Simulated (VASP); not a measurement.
Here is a VASP 6.6.1 calculation.

File INCAR:

```
SYSTEM = Zr5TiC6
ALGO = Normal
EDIFF = 1E-7
ENCUT = 520
GGA = PE
ISIF = 2
ISMEAR = 0
LASPH = .True.
LCHARG = .False.
LREAL = .False.
LWAVE = .False.
NBANDS = 60
NELM = 100
PREC = Accurate
SIGMA = 0.1
```

KPOINTS

```
k-points
0
Gamma
  6 6 2
  0 0 0
```

The input POSCAR:

```
Zr5TiC6
1.0
    3.2981633454      0.0000000000      0.0000000000
    0.0000000000      3.2981633454      0.0000000000
    0.0000000000      0.0000000000     13.9434407322
Zr Ti C
5 1 6
Direct
    0.0000000000      0.0000000000      0.1697508282
    0.5000000000      0.5000000000      0.3395047306
    0.5000000000      0.5000000000      0.6604952694
    0.0000000000      0.0000000000      0.8302491718
    0.5000000000      0.5000000000      0.0000000000
    0.0000000000      0.0000000000      0.5000000000
    0.0000000000      0.0000000000      0.0000000000
    0.5000000000      0.5000000000      0.1691036740
    0.0000000000      0.0000000000      0.3414306526
    0.5000000000      0.5000000000      0.5000000000
    0.0000000000      0.0000000000      0.6585693474
    0.5000000000      0.5000000000      0.8308963260
```

Potentials or basis: VASP PAW PBE potentials, release 64 (Zr_sv, Ti_sv, C).

Command:

```sh
$ cat potpaw_PBE.64/Zr_sv/POTCAR potpaw_PBE.64/Ti_sv/POTCAR potpaw_PBE.64/C/POTCAR > POTCAR
$ mpirun -np 1 vasp_std > vasp.out
```

Problem. Estimate the pressure.

Solution. 0.1 GPa.

Problem. Estimate the band gap on the k mesh.

Solution. Zero (bands 48 and 49 overlap by 0.33 eV).

Forces in eV/Å, atoms in the order of the input:
```
Zr   0.000  0.000 -0.004
Zr   0.000  0.000 -0.005
Zr   0.000  0.000  0.005
Zr   0.000  0.000  0.004
Zr   0.000  0.000  0.000
Ti   0.000  0.000  0.000
C    0.000  0.000  0.000
C    0.000  0.000 -0.002
C    0.000  0.000 -0.006
C    0.000  0.000  0.000
C    0.000  0.000  0.006
C    0.000  0.000  0.002
```
